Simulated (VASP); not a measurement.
A run of VASP 6.6.1 is set up as follows.

INCAR

```
SYSTEM = Nb
  ALGO = Normal
  EDIFF = 1E-8
  ENCUT = 520
  GGA = PS
  ISIF = 2
  ISMEAR = -1
  LASPH = .TRUE.
  LCHARG = .FALSE.
  LEFG = .TRUE.
  LREAL = .FALSE.
  LWAVE = .FALSE.
  NBANDS = 12
  NELM = 80
  PREC = Accurate
  SIGMA = 0.08
```

The input KPOINTS:

```
k-points
0
G
  13 13 13
  0 0 0
```

POSCAR

```
Nb
1.0
    0.0000000000      2.1564811194      2.1564811194
    2.1564811194      0.0000000000      2.1564811194
    2.1564811194      2.1564811194      0.0000000000
Nb
1
Direct
    0.0000000000      0.0000000000      0.0000000000
```

Potentials or basis: VASP PAW PBE potentials, release 64 (Nb_sv).

Launch:

```sh
$ cat potpaw_PBE.64/Nb_sv/POTCAR > POTCAR
$ mpirun -np 1 vasp_std > vasp.out
```

**Question.** Predict the pressure.

**Answer.** -14.7 GPa.

Caveat: without QUAD_EFG the Cq values of the log hold for a quadrupole moment of 1 mb, not for the nuclei; the PAW data sets were made with another functional, which shifts forces and pressure a little.
